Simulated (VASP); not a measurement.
# Ir (Fm-3m) in VASP: single point with r2SCAN

Aim: the single point of Ir with r2SCAN.

Program: VASP 6.6.1. These are calculated values, not measurements. Logs are shortened: lines on timing, memory, paths and dates and some standing lists are left out, and cuts for length are marked.

**1. The cell of the first run**

It takes space group Fm-3m (No. 225, cubic). Conventional cell: a = 3.844 Å, b = 3.844 Å, c = 3.844 Å, α = 90.00°, β = 90.00°, γ = 90.00°. Within 3.6 Å of Ir (site symmetry m-3m) lie 12 Ir at 2.72 Å.

**2. Single point, r2SCAN**

POSCAR

```
Ir
1.0
    0.0000000000      1.9220887788      1.9220887788
    1.9220887788      0.0000000000      1.9220887788
    1.9220887788      1.9220887788      0.0000000000
Ir
1
Direct
    0.0000000000      0.0000000000      0.0000000000
```

INCAR.step1

```
SYSTEM = Ir
ALGO = Normal
EDIFF = 1E-5
ENCUT = 620
GGA = PE
GGA_COMPAT = .FALSE.
ISMEAR = 0
LASPH = .TRUE.
LCHARG = .FALSE.
LREAL = .FALSE.
LWAVE = .TRUE.
NBANDS = 14
NELM = 120
PREC = Accurate
SIGMA = 0.1
```

INCAR.step2

```
SYSTEM = Ir
ALGO = Normal
EDIFF = 1E-6
ENCUT = 620
GGA_COMPAT = .FALSE.
ISIF = 2
ISMEAR = 0
ISTART = 1
LASPH = .TRUE.
LCHARG = .FALSE.
LMIXTAU = .TRUE.
LREAL = .FALSE.
LWAVE = .FALSE.
METAGGA = R2SCAN
NBANDS = 14
NELM = 120
PREC = Accurate
SIGMA = 0.1
```

KPOINTS

```
k-points
0
G
  18 18 18
  0 0 0
```

Potentials or basis: VASP PAW PBE potentials, release 64 (Ir_sv_GW).

Launch:

```sh
cat potpaw_PBE.64/Ir_sv_GW/POTCAR > POTCAR
cp INCAR.step1 INCAR
mpirun -np 1 vasp_std > vasp.out
cp INCAR.step2 INCAR
mpirun -np 1 vasp_std > vasp.out
```

OUTCAR:

```text
SYSTEM = Ir
   EDIFF = 1E-6
   ENCUT = 620
   ISIF = 2
   ISMEAR = 0
   ISTART = 1
   LASPH = .TRUE.
   LREAL = .FALSE.
   METAGGA = R2SCAN
   NELM = 120
   PREC = Accurate

 ion  position               nearest neighbor table
   1  0.000  0.000  0.000-

  LATTYP: Found a face centered cubic cell.
 ALAT       =     3.8441775576

  Lattice vectors:

 A1 = (   0.0000000000,   1.9220887788,   1.9220887788)
 A2 = (   1.9220887788,   0.0000000000,   1.9220887788)
 A3 = (   1.9220887788,   1.9220887788,   0.0000000000)

Analysis of symmetry for initial positions (statically):
=====================================================================
 Subroutine PRICEL returns:
 Original cell was already a primitive cell.

 Routine SETGRP: Setting up the symmetry group for a
 face centered cubic supercell.

 Subroutine GETGRP returns: Found 48 space group operations
 (whereof 48 operations were pure point group operations)
 out of a pool of 48 trial point group operations.

The static configuration has the point symmetry O_h .

Analysis of symmetry for dynamics (positions and initial velocities):
=====================================================================
 Subroutine PRICEL returns:
 Original cell was already a primitive cell.

 Routine SETGRP: Setting up the symmetry group for a
 face centered cubic supercell.

 Subroutine GETGRP returns: Found 48 space group operations
 (whereof 48 operations were pure point group operations)
 out of a pool of 48 trial point group operations.

The dynamic configuration has the point symmetry O_h .

 Subroutine INISYM returns: Found 48 space group operations
 (whereof 48 operations are pure point group operations),
 and found     1 'primitive' translations

----------------------------------------------------------------------------------------

                                     Primitive cell

  volume of cell :      14.2020

  direct lattice vectors                    reciprocal lattice vectors
     0.000000000  1.922088779  1.922088779    -0.260133666  0.260133666  0.260133666
     1.922088779  0.000000000  1.922088779     0.260133666 -0.260133666  0.260133666
     1.922088779  1.922088779  0.000000000     0.260133666  0.260133666 -0.260133666

  length of vectors
     2.718244019  2.718244019  2.718244019     0.450564726  0.450564726  0.450564726

  position of ions in fractional coordinates (direct lattice)
     0.000000000  0.000000000  0.000000000

  ion indices of the primitive-cell ions
[... 71 lines left out ...]
   LASPH  =      T    aspherical Exc in radial PAW
   ENCUT  =  620.0 eV  45.57 Ry    6.75 a.u.   5.52  5.52  5.52*2*pi/ulx,y,z
   NELM   =    120;   NELMIN=  2; NELMDL=  0     # of ELM steps
   EDIFF  = 0.1E-05   stopping-criterion for ELM
   LREAL  =      F    real-space projection
[... 7 lines left out ...]
   TEBEG  =    0.0;   TEEND  =   0.0 temperature during run
   PSTRESS=    0.0 pullay stress
   NELECT =      17.0000    total number of electrons
   NUPDOWN=      -1.0000    fix difference up-down
   EMIN   =  10.00;   EMAX   =-10.00  energy-range for DOS
   EFERMI =   0.00;   METHOD = LEGACY
   ISMEAR =     0;   SIGMA  =   0.10  broadening in eV -4-tet -1-fermi 0-gaus
   EFERMI_NEDOS =   21; number of points for ismear=-14 and -15
   IALGO  =     38    algorithm
   IMIX   =      4    mixing-type and parameters
     AMIX     =   0.40;   BMIX     =  1.00
     AMIX_MAG =   1.60;   BMIX_MAG =  1.00
  volume/ion in A,a.u.               =      14.20        95.84
  Fermi-wavevector in a.u.,A,eV,Ry     =   1.738232  3.284782 41.109321  3.021450
  Thomas-Fermi vector in A             =   2.811304
   LORBIT       =      0    0 simple, 1 ext, 2 COOP (PROOUT), +10 PAW based schemes
   METAGGA = R2SCAN    functional components
   LHFCALC =     F    Hartree Fock is set to
   AEXX    =    0.0000 exact exchange contribution
   IVDW    =     0    specifies the selected vdW correction
   LEPSILON=     F    determine dielectric tensor
   LRPA    =     F    only Hartree local field effects (RPA)
 non-spin polarized calculation
 Gauss-broadening in eV      SIGMA  =   0.10
  energy-cutoff  :      620.00
  volume of cell :       14.20
 maximum number of plane-waves:       531
 NGX is ok and might be reduce to    24
   NGX = 11   NGY = 11   NGZ = 11

 number of electron      17.0000000 magnetization

 Free energy of the ion-electron system (eV)
  ---------------------------------------------------
  ext. energy  EPLUGINS =         0.00000000
  ---------------------------------------------------
  free energy    TOTEN  =       -52.91198847 eV

  energy without entropy =      -52.90706206  energy(sigma->0) =      -52.90952527

 E-fermi :  12.6266     XC(G=0): -15.8702

 val. band max:       12.6164711743   @ k =   0.3333   0.1111   0.0556
 cond. band min:      12.6290525255   @ k =   0.5000   0.2222   0.1111
 fundamental gap:      0.0125813512
 Fermi energy:        12.6266059947

 k-point     1 :       0.0000    0.0000    0.0000
  band No.  band energies     occupation
      1     -82.4608      2.00000
      2     -38.2573      2.00000
      3     -38.2573      2.00000
      4     -38.2573      2.00000
      5       1.1284      2.00000
      6       8.6140      2.00000
      7       8.6140      2.00000
      8       8.6140      2.00000
      9      11.3052      2.00000
     10      11.3052      2.00000
     11      26.8644      0.00000
     12      32.6409      0.00000
     13      32.6409      0.00000
     14      32.6409      0.00000
[... 377 lines left out ...]
      1     -82.4242      2.00000
      2     -38.6608      2.00000
      3     -38.3402      2.00000
      4     -38.3038      2.00000
      5       3.4316      2.00000
      6       7.9174      2.00000
      7       9.0617      2.00000
      8       9.1558      2.00000
      9      11.0288      2.00000
     10      11.9177      2.00000
     11      27.2228      0.00000
     12      29.7615      0.00000
     13      35.1959      0.00000
     14      36.4636      0.00000

 [... further k-points ...]
[... 5 lines left out ...]
  --------------------------------------------------------------------------------------
  -------------------------------------------------------------------------------------
  Total       -0.0825859     -0.0825859     -0.0825859      0.0000000      0.0000000     -0.0000000
  in kB       -9.3167840     -9.3167840     -9.3167840      0.0000000      0.0000000     -0.0000000
  external PRESSURE =      -9.3167840 kB  Pullay stress =       0.0000000 kB

 VOLUME and BASIS-vectors are now :
 -----------------------------------------------------------------------------
  energy-cutoff  :      620.00
  volume of cell :       14.20
      direct lattice vectors                 reciprocal lattice vectors
     0.000000000  1.922088779  1.922088779    -0.260133666  0.260133666  0.260133666
     1.922088779  0.000000000  1.922088779     0.260133666 -0.260133666  0.260133666
     1.922088779  1.922088779  0.000000000     0.260133666  0.260133666 -0.260133666

 POSITION                                       TOTAL-FORCE (eV/Angst)
 -----------------------------------------------------------------------------------
      0.00000      0.00000      0.00000         0.000000      0.000000      0.000000
 -----------------------------------------------------------------------------------
    total drift:                               -0.000000     -0.000000     -0.000000

  FREE ENERGIE OF THE ION-ELECTRON SYSTEM (eV)
  ---------------------------------------------------
  free  energy   TOTEN  =       -52.9119884742 eV

  energy  without entropy=      -52.9070620607  energy(sigma->0) =      -52.90952527
```

OUTCAR.step1:

```text
SYSTEM = Ir
   EDIFF = 1E-5
   ENCUT = 620
   GGA = PE
   ISMEAR = 0
   LASPH = .TRUE.
[... 626 lines left out ...]
 -----------------------------------------------------------------------------------
      0.00000      0.00000      0.00000         0.000000      0.000000      0.000000
 -----------------------------------------------------------------------------------
    total drift:                               -0.000000     -0.000000     -0.000000

  FREE ENERGIE OF THE ION-ELECTRON SYSTEM (eV)
  ---------------------------------------------------
  free  energy   TOTEN  =        -9.4186192441 eV

  energy  without entropy=       -9.4135133838  energy(sigma->0) =       -9.41606631
```

OSZICAR.step1:

```text
N       E                     dE             d eps       ncg     rms          rms(c)
DAV:   1     0.131728096545E+03    0.13173E+03   -0.12539E+04  5546   0.144E+03
DAV:   2    -0.844462863750E+01   -0.14017E+03   -0.13441E+03  6816   0.431E+02
DAV:   3    -0.105097522080E+02   -0.20651E+01   -0.20539E+01  6042   0.499E+01
DAV:   4    -0.105132168626E+02   -0.34647E-02   -0.34646E-02  6414   0.251E+00
DAV:   5    -0.105132247769E+02   -0.79144E-05   -0.79129E-05  6054   0.115E-01    0.691E+01
DAV:   6    -0.951317483686E+01    0.10000E+01   -0.13494E+00  5742   0.126E+01    0.371E+01
DAV:   7    -0.943465384973E+01    0.78521E-01   -0.41327E-01  6204   0.652E+00    0.656E+00
DAV:   8    -0.941870404944E+01    0.15950E-01   -0.60415E-02  5514   0.307E+00    0.598E-01
DAV:   9    -0.941871001338E+01   -0.59639E-05   -0.75566E-04  6156   0.339E-01    0.276E-01
DAV:  10    -0.941861800952E+01    0.92004E-04   -0.13601E-04  5916   0.171E-01    0.209E-01
DAV:  11    -0.941861924411E+01   -0.12346E-05   -0.54892E-06  2898   0.310E-02
   1 F= -.94186192E+01 E0= -.94160663E+01  d E =-.510586E-02
```

Wall time 2.3 min (1 thread of AMD EPYC 9R45 (Zen 5), shared host); peak memory 0.16 GiB.

What came out:

| Property | Result |
| --- | --- |
| Free energy | -52.9120 eV |
| Pressure | -0.9 GPa |
| Band gap on the k mesh | zero (an odd number of electrons rules out a gap without spin polarisation) |

Caveat: the PAW data sets were made with another functional, which shifts forces and pressure a little; spin-orbit coupling is left out, which moves the levels of the heavy elements.
